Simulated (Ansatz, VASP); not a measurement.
# Two plane-wave programs on Si

Contents of INCAR:

```
PREC = Accurate ; ENCUT = 520
EDIFF = 1E-6 ; ISMEAR = 0
SIGMA = 0.15 ; LREAL = False
LASPH = True ; NELM = 80
ALGO = Normal ; ISIF = 2
LWAVE = False ; LCHARG = False
NBANDS = 26
```

Contents of KPOINTS:

```
Automatic mesh
0
Gamma
  12 12 12
```

The input POSCAR:

```
Si
1.0
    0.0000000000      0.0000000000      4.9415225221
    2.6084913959     -4.5180396286      0.0000000000
    2.6084913958      4.5180396287      0.0000000000
Si
8
Direct
   -0.0252958475      0.5000000000      0.0000000000
    0.5000000000      0.5000000000      0.0000000000
    0.0000000000      0.0000000000      0.0000000000
    0.5000000000      0.0000000000      0.0000000000
    0.0000000000      0.5000000000      0.5000000000
    0.5000000000      0.5000000000      0.5000000000
    0.0000000000      0.0000000000      0.5000000000
    0.5000000000      0.0000000000      0.5000000000
```

Input for Ansatz:

```yaml
crystal:
  lattice:
    - [0.0, 0.0, 4.9415225221]
    - [2.6084913959, -4.5180396286, 0.0]
    - [2.6084913958, 4.5180396287, 0.0]
  atoms:
    - { symbol: Si, position: [-0.0252958475, 0.5, 0.0] }
    - { symbol: Si, position: [0.5, 0.5, 0.0] }
    - { symbol: Si, position: [0.0, 0.0, 0.0] }
    - { symbol: Si, position: [0.5, 0.0, 0.0] }
    - { symbol: Si, position: [0.0, 0.5, 0.5] }
    - { symbol: Si, position: [0.5, 0.5, 0.5] }
    - { symbol: Si, position: [0.0, 0.0, 0.5] }
    - { symbol: Si, position: [0.5, 0.0, 0.5] }
basis:
  ecutwfc: 420
kpoints:
  mp_grid: { grid: [12, 12, 12] }
hamiltonian:
  xc: lda
scf:
  occupations: { method: gaussian, width: 0.15 }
output:
  forces: true
  stress: true
  eigenvalues: true
  write_density: true
  write_potential: true
  elf: true
  volumetric_format: npy
```

Alike in both runs: task single point; functional LDA; k mesh 12 × 12 × 12; occupations gaussian, width 0.15 eV; no spin polarisation.

|  | VASP | Ansatz |
| --- | --- | --- |
| version | VASP 6.6.1 | Ansatz 0.2.0 |
| potentials or method | VASP PAW LDA potentials, release 64 (Si), cutoff 520 eV | scalar-relativistic, plane waves, PAW |
| valence electrons in the cell | 32 | 32 |

|  | VASP | Ansatz | Ansatz less VASP |
| --- | --- | --- | --- |
| gap on the k mesh at the Fermi level (eV) | none | none | - |
| pressure (GPa) | 0.4 | 0.3 | -0.09 |
| traceless stress, the component that is largest in VASP (GPa) | -0.89 | -0.90 | -0.012 |
| rms of the force components (eV/Å) | 0.235 | 0.234 | -0.0012 |

LDA's correlation is that of Perdew and Zunger in VASP and of Perdew and Wang (1992) in Ansatz. Atom by atom the forces differ by 0.001 eV/Å (rms over components). A gap of «none» marks a metal or a gap that the smearing closes.
